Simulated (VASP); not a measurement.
# GaAs (F-43m) in VASP: notebook, part 2 of 2

VASP 6.6.1. Earlier steps stand in the parts before.

### 4 Single point, r2SCAN

POSCAR

```
GaAs
1.0
    0.0000000000      2.8330850939      2.8330850939
    2.8330850939      0.0000000000      2.8330850939
    2.8330850939      2.8330850939      0.0000000000
Ga As
1 1
Direct
    0.0000000000      0.0000000000      0.0000000000
    0.2500000000      0.2500000000      0.2500000000
```

INCAR.step1

```
ALGO = Normal ; EDIFF = 1E-4
ENCUT = 520 ; GGA = PE
ISMEAR = -1 ; LASPH = True
LCHARG = False ; LREAL = False
LWAVE = True ; NBANDS = 16
NELM = 60 ; PREC = Accurate
SIGMA = 0.02
```

INCAR.step2

```
ALGO = Normal ; EDIFF = 1E-6
ENCUT = 520 ; ISIF = 2
ISMEAR = -1 ; ISTART = 1
LASPH = True ; LCHARG = False
LMIXTAU = True ; LREAL = False
LWAVE = False ; METAGGA = R2SCAN
NBANDS = 16 ; NELM = 60
PREC = Accurate ; SIGMA = 0.02
```

KPOINTS

```
k-points
0
Gamma
  8 8 8
```

Potentials or basis: VASP PAW PBE potentials, release 64 (Ga_d, As).

Started as:

```console
> cat potpaw_PBE.64/Ga_d/POTCAR potpaw_PBE.64/As/POTCAR > POTCAR
> cp INCAR.step1 INCAR
> mpirun -np 1 vasp_std > vasp.out
> cp INCAR.step2 INCAR
> mpirun -np 1 vasp_std > vasp.out
```

OUTCAR:

```text
EDIFF = 1E-6
   ENCUT = 520
   ISIF = 2
   ISMEAR = -1
   ISTART = 1
   LASPH = True
   LREAL = False
   METAGGA = R2SCAN
   NELM = 60
   PREC = Accurate

 ion  position               nearest neighbor table
   1  0.000  0.000  0.000-   2 2.45   2 2.45   2 2.45   2 2.45
   2  0.250  0.250  0.250-   1 2.45   1 2.45   1 2.45   1 2.45

  LATTYP: Found a face centered cubic cell.
 ALAT       =     5.6661701878

  Lattice vectors:

 A1 = (   0.0000000000,   2.8330850939,   2.8330850939)
 A2 = (   2.8330850939,   0.0000000000,   2.8330850939)
 A3 = (   2.8330850939,   2.8330850939,   0.0000000000)

Analysis of symmetry for initial positions (statically):
=====================================================================
 Subroutine PRICEL returns:
 Original cell was already a primitive cell.

 Routine SETGRP: Setting up the symmetry group for a
 face centered cubic supercell.

 Subroutine GETGRP returns: Found 24 space group operations
 (whereof 24 operations were pure point group operations)
 out of a pool of 48 trial point group operations.

The static configuration has the point symmetry T_d .

Analysis of symmetry for dynamics (positions and initial velocities):
=====================================================================
 Subroutine PRICEL returns:
 Original cell was already a primitive cell.

 Routine SETGRP: Setting up the symmetry group for a
 face centered cubic supercell.

 Subroutine GETGRP returns: Found 24 space group operations
 (whereof 24 operations were pure point group operations)
 out of a pool of 48 trial point group operations.

The dynamic configuration has the point symmetry T_d .

 Subroutine INISYM returns: Found 24 space group operations
 (whereof 24 operations are pure point group operations),
 and found     1 'primitive' translations

----------------------------------------------------------------------------------------

                                     Primitive cell

[... 109 lines left out ...]
     AMIX     =   0.40;   BMIX     =  1.00
     AMIX_MAG =   1.60;   BMIX_MAG =  1.00
  volume/ion in A,a.u.               =      22.74       153.45
  Fermi-wavevector in a.u.,A,eV,Ry     =   1.201977  2.271407 19.656990  1.444748
  Thomas-Fermi vector in A             =   2.337771
   LORBIT       =      0    0 simple, 1 ext, 2 COOP (PROOUT), +10 PAW based schemes
   METAGGA = R2SCAN    functional components
   LHFCALC =     F    Hartree Fock is set to
   AEXX    =    0.0000 exact exchange contribution
   IVDW    =     0    specifies the selected vdW correction
   LEPSILON=     F    determine dielectric tensor
   LRPA    =     F    only Hartree local field effects (RPA)
 non-spin polarized calculation
  energy-cutoff  :      520.00
  volume of cell :       45.48
 maximum number of plane-waves:      1243
 NGX is ok and might be reduce to    30
   NGX = 15   NGY = 15   NGZ = 15

 number of electron      17.9999990 magnetization

 Free energy of the ion-electron system (eV)
  ---------------------------------------------------
  ext. energy  EPLUGINS =         0.00000000
  ---------------------------------------------------
  free energy    TOTEN  =       -27.05325005 eV

  energy without entropy =      -27.05325005  energy(sigma->0) =      -27.05325005

 E-fermi :   4.0265     XC(G=0): -10.2235

 val. band max:        3.6170942630   @ k =   0.0000   0.0000   0.0000
 cond. band min:       4.5605568524   @ k =   0.0000   0.0000   0.0000
 fundamental gap:      0.9434625894
 Fermi energy:         4.0264739715

 k-point     1 :       0.0000    0.0000    0.0000
  band No.  band energies     occupation
      1     -11.6073      2.00000
      2     -11.6073      2.00000
      3     -11.6073      2.00000
      4     -11.5196      2.00000
      5     -11.5196      2.00000
      6      -9.5443      2.00000
[... 433 lines left out ...]
      3     -11.5730      2.00000
      4     -11.5241      2.00000
      5     -11.5159      2.00000
      6      -7.3589      2.00000
[... 8 lines left out ...]
     15      15.8958      0.00000
     16      16.4652      0.00000

 [... further k-points ...]

------------------------ aborting loop because EDIFF is reached ----------------------------------------

  FORCE on cell =-STRESS in cart. coord.  units (eV):
  Direction    XX          YY          ZZ          XY          YZ          ZX
  --------------------------------------------------------------------------------------
  -------------------------------------------------------------------------------------
  Total        0.0375348      0.0375348      0.0375348     -0.0000000     -0.0000000     -0.0000000
  in kB        1.3223184      1.3223184      1.3223184     -0.0000000     -0.0000000     -0.0000000
  external PRESSURE =       1.3223184 kB  Pullay stress =       0.0000000 kB

 VOLUME and BASIS-vectors are now :
 -----------------------------------------------------------------------------
  energy-cutoff  :      520.00
  volume of cell :       45.48
      direct lattice vectors                 reciprocal lattice vectors
     0.000000000  2.833085094  2.833085094    -0.176486051  0.176486051  0.176486051
     2.833085094  0.000000000  2.833085094     0.176486051 -0.176486051  0.176486051
     2.833085094  2.833085094  0.000000000     0.176486051  0.176486051 -0.176486051

 POSITION                                       TOTAL-FORCE (eV/Angst)
 -----------------------------------------------------------------------------------
      0.00000      0.00000      0.00000        -0.000000     -0.000000     -0.000000
      1.41654      1.41654      1.41654         0.000000      0.000000      0.000000
 -----------------------------------------------------------------------------------
    total drift:                                0.000001      0.000001      0.000001

  FREE ENERGIE OF THE ION-ELECTRON SYSTEM (eV)
  ---------------------------------------------------
  free  energy   TOTEN  =       -27.0532500501 eV

  energy  without entropy=      -27.0532500501  energy(sigma->0) =      -27.05325005
```

OUTCAR.step1:

```text
EDIFF = 1E-4
   ENCUT = 520
   GGA = PE
   ISMEAR = -1
   LASPH = True
[... 677 lines left out ...]
      0.00000      0.00000      0.00000        -0.000000     -0.000000      0.000000
      1.41654      1.41654      1.41654         0.000000      0.000000     -0.000000
 -----------------------------------------------------------------------------------
    total drift:                                0.000002      0.000002      0.000002

  FREE ENERGIE OF THE ION-ELECTRON SYSTEM (eV)
  ---------------------------------------------------
  free  energy   TOTEN  =        -8.2530649313 eV

  energy  without entropy=       -8.2530649029  energy(sigma->0) =       -8.25306492
```

OSZICAR.step1:

```text
N       E                     dE             d eps       ncg     rms          rms(c)
DAV:   1     0.825976195482E+02    0.82598E+02   -0.89670E+03   936   0.152E+03
DAV:   2    -0.182530373189E+01   -0.84423E+02   -0.80470E+02  1048   0.308E+02
DAV:   3    -0.831610272623E+01   -0.64908E+01   -0.64692E+01  1160   0.666E+01
DAV:   4    -0.841082715858E+01   -0.94724E-01   -0.94712E-01  1120   0.871E+00
DAV:   5    -0.841222666429E+01   -0.13995E-02   -0.13995E-02  1192   0.987E-01    0.288E+00
DAV:   6    -0.827122141911E+01    0.14101E+00   -0.21078E-01  1424   0.787E+00    0.174E+00
DAV:   7    -0.825176025129E+01    0.19461E-01   -0.63115E-02  1168   0.180E+00    0.560E-01
DAV:   8    -0.825259961503E+01   -0.83936E-03   -0.10227E-02  1080   0.114E+00    0.107E-01
DAV:   9    -0.825299927496E+01   -0.39966E-03   -0.94193E-04  1152   0.363E-01    0.507E-02
DAV:  10    -0.825306493131E+01   -0.65656E-04   -0.60105E-05   856   0.868E-02
   1 F= -.82530649E+01 E0= -.82530649E+01  d E =-.284143E-07
```

It took 80 s on 1 thread of Intel Xeon Platinum 8375C at 2.90GHz (Ice Lake), shared host; peak memory 0.18 GiB.

What came out:

| Quantity | Value |
| --- | --- |
| Free energy | -27.0533 eV |
| Pressure | 0.1 GPa |
| Band gap on the k mesh | 0.94 eV |

Levels at points of the mesh, in eV from the valence-band top:
```tsv
k point	band 6	band 7	band 8	band 9	band 10	band 11	band 12	band 13
(0.00, 0.00, 0.00)	-13.16	0.00	0.00	0.00	0.94	4.04	4.04	4.04
(0.50, 0.00, 0.00)	-11.33	-6.78	-1.17	-1.17	1.34	4.99	4.99	8.28
(0.50, 0.50, 0.00)	-10.56	-6.96	-2.75	-2.75	1.77	1.95	10.81	10.81
```

Caveat: the PAW data sets were made with another functional, which shifts forces and pressure a little. A k mesh can miss the band edges.

### 5 Single point, r2SCAN

POSCAR is that of step 4.

INCAR.step1

```
PREC = Accurate
ENCUT = 520
ISMEAR = 0
SIGMA = 0.01
LREAL = F
LASPH = T
NELM = 100
NBANDS = 16
GGA = PE
ALGO = Normal
EDIFF = 1E-4
LWAVE = T
LCHARG = F
```

INCAR.step2

```
PREC = Accurate
ENCUT = 520
EDIFF = 1E-6
ISMEAR = 0
SIGMA = 0.01
LREAL = F
LASPH = T
NELM = 100
ALGO = Normal
ISIF = 2
LWAVE = F
LCHARG = T
METAGGA = R2SCAN
LMIXTAU = T
LELF = T
LVHAR = T
NBANDS = 16
ISTART = 1
```

KPOINTS

```
Automatic mesh
0
Gamma
  8 8 8
```

Started as:

```console
> cat potpaw_PBE.64/Ga_d/POTCAR potpaw_PBE.64/As/POTCAR > POTCAR
> cp INCAR.step1 INCAR
> mpirun -np 1 vasp_std > vasp.out
> cp INCAR.step2 INCAR
> mpirun -np 1 vasp_std > vasp.out
```

It took 80 s on 1 thread of Intel Xeon Platinum 8375C at 2.90GHz (Ice Lake), shared host; peak memory 0.18 GiB.

It converged, with:

```
Free energy            : -27.0533 eV
Pressure               : 0.1 GPa
Band gap on the k mesh : 0.94 eV
```

Levels at points of the mesh, in eV from the valence-band top:
```
           k point  band 6  band 7  band 8  band 9  band 10  band 11  band 12  band 13
(0.00, 0.00, 0.00)  -13.16    0.00    0.00    0.00     0.94     4.04     4.04     4.04
(0.50, 0.00, 0.00)  -11.33   -6.78   -1.17   -1.17     1.34     4.99     4.99     8.28
(0.50, 0.50, 0.00)  -10.56   -6.96   -2.75   -2.75     1.77     1.95    10.81    10.81
```

Caveat: the PAW data sets were made with another functional, which shifts forces and pressure a little. A k mesh can miss the band edges.

### 6 Overview

```csv
level,k mesh,smearing,gap on the mesh (eV),pressure (GPa)
PBE,4 × 4 × 4,gaussian 0.01 eV,0.46,3.2
PBE,8 × 8 × 8,fermi-dirac 0.02 eV,0.47,2.9
r2SCAN,8 × 8 × 8,fermi-dirac 0.02 eV,0.94,0.1
r2SCAN,8 × 8 × 8,gaussian 0.01 eV,0.94,0.1
```

Alike in all rows: task single point; potentials or basis VASP PAW PBE potentials, release 64 (Ga_d, As); no spin polarisation; cell as given; cutoff (eV) 520.

Caveats: some runs use coarse meshes; semilocal functionals underestimate gaps, and a narrow one can read as zero (at least some runs); the PAW data sets were made with another functional, which shifts forces and pressure a little (at least some runs).

Absolute energies hang on the potentials; compare differences alone.
